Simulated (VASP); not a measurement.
# Mo (I4/mmm) in VASP: notebook

Mo is run at these levels: PBEsol; tasks: single point.

Program: VASP 6.6.1. These are calculated values, not measurements. Logs are shortened: lines on timing, memory, paths and dates and some standing lists are left out, and cuts for length are marked.

## 1. The cell of the first run

The structure is tetragonal, space group I4/mmm (No. 139). Conventional cell: a = 3.142 Å, b = 3.142 Å, c = 2.891 Å, α = 90.00°, β = 90.00°, γ = 90.00°. Mo (site symmetry 4/mmm) has 14 Mo at 2.65 to 3.14 Å within 3.5 Å.

## 2. Single point, PBEsol (strain +0.000 along x and y, -0.080 along z)

INCAR reads:

```
ALGO = Fast
EDIFF = 1E-7
ENCUT = 520
GGA = PS
ISIF = 2
ISMEAR = 0
LASPH = True
LCHARG = False
LREAL = False
LWAVE = False
NBANDS = 13
NELM = 100
PREC = Accurate
SIGMA = 0.15
```

KPOINTS reads:

```
k-points
0
Gamma
  22 22 22
```

POSCAR reads:

```
Mo
1.0
   -1.5710000000      1.5710000000      1.4453200000
    1.5710000000     -1.5710000000      1.4453200000
    1.5710000000      1.5710000000     -1.4453200000
Mo
1
Direct
    0.0000000000      0.0000000000      0.0000000000
```

Potentials or basis: VASP PAW PBE potentials, release 64 (Mo_sv).

Command:

```console
cat potpaw_PBE.64/Mo_sv/POTCAR > POTCAR
mpirun -np 1 vasp_std > vasp.out
```

OUTCAR:

```text
EDIFF = 1E-7
   ENCUT = 520
   GGA = PS
   ISIF = 2
   ISMEAR = 0
   LASPH = True
   LREAL = False
   NELM = 100
   PREC = Accurate

 ion  position               nearest neighbor table
   1  0.000  0.000  0.000-

  LATTYP: Found a body centered tetragonal cell.
 ALAT       =     3.1420000000
 C/A-ratio  =     0.9200000000

  Lattice vectors:

 A1 = (  -1.5710000000,   1.5710000000,   1.4453200000)
 A2 = (   1.5710000000,  -1.5710000000,   1.4453200000)
 A3 = (   1.5710000000,   1.5710000000,  -1.4453200000)

Analysis of symmetry for initial positions (statically):
=====================================================================
 Subroutine PRICEL returns:
 Original cell was already a primitive cell.

 Routine SETGRP: Setting up the symmetry group for a
 body centered tetragonal supercell.

 Subroutine GETGRP returns: Found 16 space group operations
 (whereof 16 operations were pure point group operations)
 out of a pool of 16 trial point group operations.

The static configuration has the point symmetry D_4h.

Analysis of symmetry for dynamics (positions and initial velocities):
=====================================================================
 Subroutine PRICEL returns:
 Original cell was already a primitive cell.

 Routine SETGRP: Setting up the symmetry group for a
 body centered tetragonal supercell.

 Subroutine GETGRP returns: Found 16 space group operations
 (whereof 16 operations were pure point group operations)
 out of a pool of 16 trial point group operations.

The dynamic configuration has the point symmetry D_4h.

 Subroutine INISYM returns: Found 16 space group operations
 (whereof 16 operations are pure point group operations),
 and found     1 'primitive' translations

----------------------------------------------------------------------------------------

                                     Primitive cell

  volume of cell :      14.2684

  direct lattice vectors                    reciprocal lattice vectors
    -1.571000000  1.571000000  1.445320000     0.000000000  0.318268619  0.345944151
     1.571000000 -1.571000000  1.445320000     0.318268619  0.000000000  0.345944151
     1.571000000  1.571000000 -1.445320000     0.318268619  0.318268619  0.000000000

  length of vectors
     2.650477674  2.650477674  2.650477674     0.470076876  0.470076876  0.450099797

  position of ions in fractional coordinates (direct lattice)
     0.000000000  0.000000000  0.000000000

  ion indices of the primitive-cell ions
[... 83 lines left out ...]
   TEBEG  =    0.0;   TEEND  =   0.0 temperature during run
   PSTRESS=    0.0 pullay stress
   NELECT =      14.0000    total number of electrons
   NUPDOWN=      -1.0000    fix difference up-down
   EMIN   =  10.00;   EMAX   =-10.00  energy-range for DOS
   EFERMI =   0.00;   METHOD = LEGACY
   ISMEAR =     0;   SIGMA  =   0.15  broadening in eV -4-tet -1-fermi 0-gaus
   EFERMI_NEDOS =   21; number of points for ismear=-14 and -15
   IALGO  =     68    algorithm
   IMIX   =      4    mixing-type and parameters
     AMIX     =   0.40;   BMIX     =  1.00
     AMIX_MAG =   1.60;   BMIX_MAG =  1.00
  volume/ion in A,a.u.               =      14.27        96.29
  Fermi-wavevector in a.u.,A,eV,Ry     =   1.626767  3.074144 36.006067  2.646371
  Thomas-Fermi vector in A             =   2.719672
   LORBIT       =      0    0 simple, 1 ext, 2 COOP (PROOUT), +10 PAW based schemes
   GGA     = PS    functional components
   LHFCALC =     F    Hartree Fock is set to
   AEXX    =    0.0000 exact exchange contribution
   IVDW    =     0    specifies the selected vdW correction
   LEPSILON=     F    determine dielectric tensor
   LRPA    =     F    only Hartree local field effects (RPA)
 non-spin polarized calculation
 RMM-DIIS sequential band-by-band and
 Gauss-broadening in eV      SIGMA  =   0.15
  energy-cutoff  :      520.00
  volume of cell :       14.27
 maximum number of plane-waves:       400
   NGX =  9   NGY =  9   NGZ =  9

 number of electron      14.0000002 magnetization

 Free energy of the ion-electron system (eV)
  ---------------------------------------------------
  ext. energy  EPLUGINS =         0.00000000
  ---------------------------------------------------
  free energy    TOTEN  =       -11.62657890 eV

  energy without entropy =      -11.61945125  energy(sigma->0) =      -11.62301508

 E-fermi :  13.9780     XC(G=0): -14.0485

 val. band max:       13.9777474223   @ k =  -0.0909   0.5000   0.0909
 cond. band min:      13.9803153905   @ k =  -0.3636   0.4545   0.2727
 fundamental gap:      0.0025679681
 Fermi energy:        13.9780181860

 k-point     1 :       0.0000    0.0000    0.0000
  band No.  band energies     occupation
      1     -47.2266      2.00000
      2     -20.2860      2.00000
      3     -20.2860      2.00000
      4     -20.2272      2.00000
      5       6.4325      2.00000
      6      11.7488      2.00000
      7      12.8882      2.00000
      8      12.8882      2.00000
      9      14.9803      0.00000
     10      16.4706      0.00000
     11      28.4227      0.00000
     12      28.4227      0.00000
     13      30.1989      0.00000
[... 354 lines left out ...]
  band No.  band energies     occupation
      1     -46.8448      2.00000
      2     -22.0370      2.00000
      3     -20.8805      2.00000
      4     -20.3598      2.00000
      5       8.1919      2.00000
      6       9.9056      2.00000
      7      15.2817      0.00000
      8      15.8935      0.00000
      9      17.2194      0.00000
     10      19.1069      0.00000
     11      26.4218      0.00000
     12      28.2124      0.00000
     13      32.4232      0.00000

 [... further k-points ...]

------------------------ aborting loop because EDIFF is reached ----------------------------------------

  FORCE on cell =-STRESS in cart. coord.  units (eV):
  Direction    XX          YY          ZZ          XY          YZ          ZX
  --------------------------------------------------------------------------------------
  -------------------------------------------------------------------------------------
  Total        1.3247087      1.3247087      4.0347477      0.0000000      0.0000000     -0.0000000
  in kB      148.7491812    148.7491812    453.0546441      0.0000000      0.0000000     -0.0000000
  external PRESSURE =     250.1843355 kB  Pullay stress =       0.0000000 kB

 VOLUME and BASIS-vectors are now :
 -----------------------------------------------------------------------------
  energy-cutoff  :      520.00
  volume of cell :       14.27
      direct lattice vectors                 reciprocal lattice vectors
    -1.571000000  1.571000000  1.445320000     0.000000000  0.318268619  0.345944151
     1.571000000 -1.571000000  1.445320000     0.318268619  0.000000000  0.345944151
     1.571000000  1.571000000 -1.445320000     0.318268619  0.318268619  0.000000000

 POSITION                                       TOTAL-FORCE (eV/Angst)
 -----------------------------------------------------------------------------------
      0.00000      0.00000      0.00000        -0.000000      0.000000      0.000000
 -----------------------------------------------------------------------------------
    total drift:                                0.000000      0.000000      0.000000

  FREE ENERGIE OF THE ION-ELECTRON SYSTEM (eV)
  ---------------------------------------------------
  free  energy   TOTEN  =       -11.6265789004 eV

  energy  without entropy=      -11.6194512536  energy(sigma->0) =      -11.62301508
```

OSZICAR:

```text
N       E                     dE             d eps       ncg     rms          rms(c)
DAV:   1     0.915010210394E+02    0.91501E+02   -0.80726E+03 21916   0.112E+03
DAV:   2    -0.111663732779E+02   -0.10267E+03   -0.98726E+02 24994   0.313E+02
DAV:   3    -0.122916240571E+02   -0.11253E+01   -0.11228E+01 24339   0.327E+01
DAV:   4    -0.122939886013E+02   -0.23645E-02   -0.23645E-02 24604   0.182E+00
DAV:   5    -0.122940025224E+02   -0.13921E-04   -0.13921E-04 24649   0.124E-01    0.194E+01
RMM:   6    -0.117240283542E+02    0.56997E+00   -0.60970E-01 21750   0.738E+00    0.651E+00
RMM:   7    -0.116311438107E+02    0.92885E-01   -0.20324E-01 22348   0.418E+00    0.871E-01
RMM:   8    -0.116266778301E+02    0.44660E-02   -0.10235E-02 24578   0.113E+00    0.120E-01
RMM:   9    -0.116265874061E+02    0.90424E-04   -0.99350E-04 24784   0.329E-01    0.600E-02
RMM:  10    -0.116265818671E+02    0.55390E-05   -0.12997E-04 25249   0.127E-01    0.100E-02
RMM:  11    -0.116265786789E+02    0.31882E-05   -0.25592E-05 25211   0.520E-02    0.177E-03
RMM:  12    -0.116265789646E+02   -0.28567E-06   -0.57609E-06 25100   0.228E-02    0.308E-03
RMM:  13    -0.116265789004E+02    0.64201E-07   -0.89499E-07 18910   0.783E-03
   1 F= -.11626579E+02 E0= -.11623015E+02  d E =-.712765E-02
```

Wall time 2.9 min (1 thread of Intel Xeon 8259CL, shared host); peak memory 0.25 GiB.

Results:

```
Free energy            : -11.6266 eV
Pressure               : 25.0 GPa
Band gap on the k mesh : zero (bands 7 and 8 overlap by 5.86 eV)
```

Levels at points of the mesh, in eV from the Fermi level:
| k point | band 4 | band 5 | band 6 | band 7 | band 8 | band 9 | band 10 | band 11 |
| --- | --- | --- | --- | --- | --- | --- | --- | --- |
| (0.00, 0.00, 0.00) | -34.21 | -7.55 | -2.23 | -1.09 | -1.09 | 1.00 | 2.49 | 14.44 |
| (0.50, 0.00, 0.00) | -34.33 | -5.97 | -4.20 | 1.88 | 2.31 | 3.40 | 5.46 | 12.09 |
| (0.50, 0.50, 0.00) | -34.21 | -5.79 | -3.02 | 0.95 | 1.53 | 2.18 | 5.32 | 12.32 |
| (0.50, 0.50, 0.50) | -35.27 | -6.32 | -6.07 | 4.49 | 4.49 | 4.82 | 9.07 | 9.07 |

Caveat: the cell differs from its parent crystal (strain +0.000 along x and y, -0.080 along z); the stress differs along the axes, from 15 to 45 GPa; the PAW data sets were made with another functional, which shifts forces and pressure a little.

## 3. Single point, PBEsol (strain -0.040 along x and y, +0.040 along z)

INCAR reads:

```
SYSTEM = Mo
  PREC = Accurate
  ENCUT = 520
  EDIFF = 1E-6
  ISMEAR = 0
  SIGMA = 0.15
  LREAL = .False.
  LASPH = .True.
  NELM = 100
  ALGO = Fast
  ISIF = 2
  LWAVE = .False.
  LCHARG = .False.
  GGA = PS
  NBANDS = 13
```

KPOINTS reads:

```
Automatic mesh
0
Gamma
  22 22 22
  0 0 0
```

POSCAR reads:

```
Mo
1.0
   -1.5081600000      1.5081600000      1.6338400000
    1.5081600000     -1.5081600000      1.6338400000
    1.5081600000      1.5081600000     -1.6338400000
Mo
1
Direct
    0.0000000000      0.0000000000      0.0000000000
```

Potentials or basis: VASP PAW PBE potentials, release 64 (Mo_sv).

Command:

```console
cat potpaw_PBE.64/Mo_sv/POTCAR > POTCAR
mpirun -np 1 vasp_std > vasp.out
```

OUTCAR:

```text
SYSTEM = Mo
   PREC = Accurate
   ENCUT = 520
   EDIFF = 1E-6
   ISMEAR = 0
   LREAL = .False.
   LASPH = .True.
   NELM = 100
   ISIF = 2
   GGA = PS

 ion  position               nearest neighbor table
   1  0.000  0.000  0.000-

  LATTYP: Found a body centered tetragonal cell.
 ALAT       =     3.0163200000
 C/A-ratio  =     1.0833333333

  Lattice vectors:

 A1 = (  -1.5081600000,   1.5081600000,   1.6338400000)
 A2 = (   1.5081600000,  -1.5081600000,   1.6338400000)
 A3 = (   1.5081600000,   1.5081600000,  -1.6338400000)
[... 564 lines left out ...]

 [... further k-points ...]

------------------------ aborting loop because EDIFF is reached ----------------------------------------

  FORCE on cell =-STRESS in cart. coord.  units (eV):
  Direction    XX          YY          ZZ          XY          YZ          ZX
  --------------------------------------------------------------------------------------
  -------------------------------------------------------------------------------------
  Total        1.7490874      1.7490874     -0.5351912      0.0000000      0.0000000     -0.0000000
  in kB      188.5201345    188.5201345    -57.6839823      0.0000000      0.0000000     -0.0000000
  external PRESSURE =     106.4520956 kB  Pullay stress =       0.0000000 kB

 VOLUME and BASIS-vectors are now :
 -----------------------------------------------------------------------------
  energy-cutoff  :      520.00
  volume of cell :       14.86
      direct lattice vectors                 reciprocal lattice vectors
    -1.508160000  1.508160000  1.633840000     0.000000000  0.331529811  0.306027518
     1.508160000 -1.508160000  1.633840000     0.331529811  0.000000000  0.306027518
     1.508160000  1.508160000 -1.633840000     0.331529811  0.331529811  0.000000000

 POSITION                                       TOTAL-FORCE (eV/Angst)
 -----------------------------------------------------------------------------------
      0.00000      0.00000      0.00000        -0.000000      0.000000      0.000000
 -----------------------------------------------------------------------------------
    total drift:                                0.000000     -0.000000      0.000000

  FREE ENERGIE OF THE ION-ELECTRON SYSTEM (eV)
  ---------------------------------------------------
  free  energy   TOTEN  =       -11.7018295976 eV

  energy  without entropy=      -11.6943092740  energy(sigma->0) =      -11.69806944
```

OSZICAR:

```text
N       E                     dE             d eps       ncg     rms          rms(c)
DAV:   1     0.915316337176E+02    0.91532E+02   -0.81082E+03 21965   0.111E+03
DAV:   2    -0.112763741373E+02   -0.10281E+03   -0.98935E+02 24749   0.313E+02
DAV:   3    -0.124121147447E+02   -0.11357E+01   -0.11328E+01 24524   0.327E+01
DAV:   4    -0.124145833562E+02   -0.24686E-02   -0.24685E-02 24249   0.184E+00
DAV:   5    -0.124145981804E+02   -0.14824E-04   -0.14824E-04 24814   0.128E-01    0.177E+01
RMM:   6    -0.118007539349E+02    0.61384E+00   -0.67756E-01 21749   0.770E+00    0.553E+00
RMM:   7    -0.117065514673E+02    0.94202E-01   -0.21117E-01 22314   0.420E+00    0.100E+00
RMM:   8    -0.117020074117E+02    0.45441E-02   -0.10780E-02 24488   0.116E+00    0.142E-01
RMM:   9    -0.117018388996E+02    0.16851E-03   -0.10667E-03 24654   0.334E-01    0.500E-02
RMM:  10    -0.117018308995E+02    0.80001E-05   -0.15603E-04 25159   0.135E-01    0.145E-02
RMM:  11    -0.117018291567E+02    0.17428E-05   -0.20872E-05 24670   0.492E-02    0.263E-03
RMM:  12    -0.117018295976E+02   -0.44089E-06   -0.48502E-06 18881   0.202E-02
   1 F= -.11701830E+02 E0= -.11698069E+02  d E =-.752032E-02
```

It took 2.8 min on 1 thread of Intel Xeon 8259CL, shared host; peak memory 0.25 GiB.

Results:

* Free energy: -11.7018 eV
* Pressure: 10.6 GPa
* Band gap on the k mesh: zero (bands 7 and 8 overlap by 5.19 eV)

Levels at points of the mesh, in eV from the Fermi level:
```csv
k point,band 3,band 4,band 5,band 6,band 7,band 8,band 9,band 10,band 11,band 12
"(0.00, 0.00, 0.00)",-34.35,-34.35,-7.44,-1.70,-1.70,-0.78,1.07,2.27,13.95,15.48
"(0.50, 0.00, 0.00)",-34.82,-34.36,-5.60,-3.27,1.04,1.62,2.66,5.01,12.13,12.19
"(0.50, 0.50, 0.00)",-34.94,-34.45,-5.75,-4.27,2.29,2.61,2.93,5.27,11.96,13.01
"(0.50, 0.50, 0.50)",-35.38,-35.38,-5.96,-5.74,4.13,4.43,4.43,8.07,10.14,10.14
```

Caveat: the cell differs from its parent crystal (strain -0.040 along x and y, +0.040 along z); the stress differs along the axes, from -6 to 19 GPa; the PAW data sets were made with another functional, which shifts forces and pressure a little.
